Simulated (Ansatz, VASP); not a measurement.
MgO: VASP beside Ansatz

Contents of INCAR:

```
SYSTEM = MgO
ALGO     = Normal         ! electronic algorithm
EDIFF    = 1E-6           ! SCF threshold, eV
ENCUT    = 520            ! plane-wave cutoff, eV
GGA      = PE             ! functional
ISIF     = 2              ! what is computed and relaxed
ISMEAR   = 0              ! smearing method
LASPH    = .True.         ! aspherical terms in the spheres
LCHARG   = .False.        ! write CHGCAR
LREAL    = .False.        ! projectors in reciprocal space
LWAVE    = .False.        ! write WAVECAR
NBANDS   = 16             ! bands
NELM     = 100            ! most SCF steps
PREC     = Accurate       ! precision mode
SIGMA    = 0.05           ! smearing width, eV
```

Contents of KPOINTS:

```
k-points
0
Gamma
  9 9 6
  0 0 0
```

Contents of POSCAR:

```
MgO
1.0
    3.3981675358      0.0000000000      0.0000000000
   -1.6990837679      2.9428994123      0.0000000000
    0.0000000000      0.0000000000      5.2495861087
Mg O
2 2
Direct
    0.3333333333      0.6666666667      0.0063188067
    0.6666666667      0.3333333333      0.5063188067
    0.3333333333      0.6666666667      0.3982811933
    0.6666666667      0.3333333333      0.8982811933
```

Input for Ansatz:

```yaml
crystal:
  lattice:
    - [3.3981675358, 0.0, 0.0]
    - [-1.6990837679, 2.9428994123, 0.0]
    - [0.0, 0.0, 5.2495861087]
  atoms:
    - { symbol: Mg, position: [0.3333333333, 0.6666666667, 0.0063188067] }
    - { symbol: Mg, position: [0.6666666667, 0.3333333333, 0.5063188067] }
    - { symbol: O, position: [0.3333333333, 0.6666666667, 0.3982811933] }
    - { symbol: O, position: [0.6666666667, 0.3333333333, 0.8982811933] }
basis:
  ecutwfc: 520.0
kpoints:
  mp_grid: { grid: [9, 9, 6] }
hamiltonian:
  xc: pbe
  pseudopotentials: { kind: paw, azcp: { folder: soft_1 } }
scf:
  occupations: { method: gaussian, width: 0.05 }
output:
  forces: true
  stress: true
  eigenvalues: true
```

Change from the starting cell: mode 11 frozen in at +0.000 Å, equal normal strain along x, y and z +0.0250.

Alike in both runs: task single point; functional PBE; k mesh 9 × 9 × 6; occupations gaussian, width 0.05 eV; no spin polarisation.

|  | VASP | Ansatz |
| --- | --- | --- |
| version | VASP 6.6.1 | Ansatz 0.2.0 |
| potentials or method | VASP PAW PBE potentials, release 64 (Mg, O), cutoff 520 eV | scalar-relativistic, plane waves, PAW |
| valence electrons in the cell | 16 | 32 |

Ansatz gave:

* gap on the k mesh at the Fermi level (eV): 3.03
* least direct gap on the mesh (eV): 3.03
* pressure (GPa): -7.3
* traceless stress, the component that is largest in VASP (GPa): 0.54
* rms of the force components (eV/Å): 0.025

**Question.** What did VASP give for the same quantities?

**Answer.** gap on the k mesh at the Fermi level (eV): 3.01; least direct gap on the mesh (eV): 3.01; pressure (GPa): -7.8; traceless stress, the component that is largest in VASP (GPa): 0.58; rms of the force components (eV/Å): 0.026.

Atom by atom the forces differ by 0.001 eV/Å (rms over components). VASP's potentials hold 16 valence electrons a cell and Ansatz's 32, so a difference there can come from the potentials and not from the codes.
